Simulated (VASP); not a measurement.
A run of VASP 6.6.1 is set up as follows.

Contents of INCAR:

```
SYSTEM = HPbNO4
ALGO = Normal
EDIFF = 1E-7
ENCUT = 520
GGA = PE
ISIF = 2
ISMEAR = -1
LASPH = .TRUE.
LCHARG = .FALSE.
LREAL = .FALSE.
LWAVE = .FALSE.
NBANDS = 31
NELM = 80
PREC = Accurate
SIGMA = 0.05
```

The input KPOINTS:

```
k-points
0
G
  5 5 4
  0 0 0
```

Contents of POSCAR:

```
HPbNO4
1.0
    4.2270402807      0.1119062466      0.1692837411
    1.9286891115      3.9170910822      0.1265123421
    1.7725115981      1.2608855398      6.4148642763
H Pb N O
1 1 1 4
Direct
    0.8914500000      0.6820200000      0.6279600000
    0.1442600000      0.9287200000      0.8835200000
    0.2567000000      0.2886100000      0.3017100000
    0.8310800000      0.6505600000      0.7840500000
    0.3869400000      0.2238000000      0.1129500000
    0.3110400000      0.0357600000      0.4585600000
    0.0772600000      0.6063300000      0.3227500000
```

Potentials or basis: VASP PAW PBE potentials, release 64 (H, Pb_d, N, O).

Command:

```console
$ cat potpaw_PBE.64/H/POTCAR potpaw_PBE.64/Pb_d/POTCAR potpaw_PBE.64/N/POTCAR potpaw_PBE.64/O/POTCAR > POTCAR
$ mpirun -np 1 vasp_std > vasp.out
```

Predict the band gap on the k mesh.

2.83 eV.

Estimate the largest force.

0.176 eV/Å.

Estimate the pressure.

-1.3 GPa.

Stress tensor (GPa, compression positive):
```
-0.90  0.07  0.04
 0.07 -1.29 -0.04
 0.04 -0.04 -1.60
```

Caveat: the standard files for N, O and F lose accuracy on very short bonds; spin-orbit coupling is left out, which moves the levels of the heavy elements. A k mesh can miss the band edges.
